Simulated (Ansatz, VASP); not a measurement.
Two plane-wave programs on BiTe

INCAR

```
SYSTEM = BiTe
  ALGO = Normal
  EDIFF = 1E-6
  ENCUT = 520
  GGA = PE
  ISIF = 2
  ISMEAR = 0
  LASPH = .TRUE.
  LCHARG = .FALSE.
  LREAL = .FALSE.
  LWAVE = .FALSE.
  NBANDS = 18
  NELM = 100
  PREC = Accurate
  SIGMA = 0.1
```

Contents of KPOINTS:

```
k-points
0
G
  16 16 16
  0 0 0
```

File POSCAR:

```
BiTe
1.0
    0.0000000000      3.2350000000      3.2350000000
    3.2350000000      0.0000000000      3.2350000000
    3.2350000000      3.2350000000      0.0000000000
Bi Te
1 1
Direct
    0.0000000000      0.0000000000      0.0000000000
    0.5000000000      0.5000000000      0.5000000000
```

Input for Ansatz:

```yaml
crystal:
  lattice:
    - [0.0, 3.235, 3.235]
    - [3.235, 0.0, 3.235]
    - [3.235, 3.235, 0.0]
  atoms:
    - { symbol: Bi, position: [0.0, 0.0, 0.0] }
    - { symbol: Te, position: [0.5, 0.5, 0.5] }
basis:
  ecutwfc: 420
kpoints:
  mp_grid: { grid: [16, 16, 16] }
hamiltonian:
  xc: pbe
scf:
  occupations: { method: gaussian, width: 0.1 }
output:
  forces: true
  stress: true
  eigenvalues: true
```

Alike in both runs: task single point; functional PBE; k mesh 16 × 16 × 16; occupations gaussian, width 0.1 eV; no spin polarisation.

```csv
,VASP,Ansatz
version,VASP 6.6.1,Ansatz 0.2.0
potentials or method,"VASP PAW PBE potentials, release 64 (Bi_d, Te), cutoff 520 eV","scalar-relativistic, plane waves, PAW"
valence electrons in the cell,21,31
```

|  | VASP | Ansatz | Ansatz less VASP |
| --- | --- | --- | --- |
| gap on the k mesh at the Fermi level (eV) | none | none | - |
| pressure (GPa) | 0.7 | 0.7 | +0.07 |

A gap of «none» marks a metal or a gap that the smearing closes. VASP's potentials hold 21 valence electrons a cell and Ansatz's 31, so a difference there can come from the potentials and not from the codes.

Neither program's run includes spin-orbit coupling.
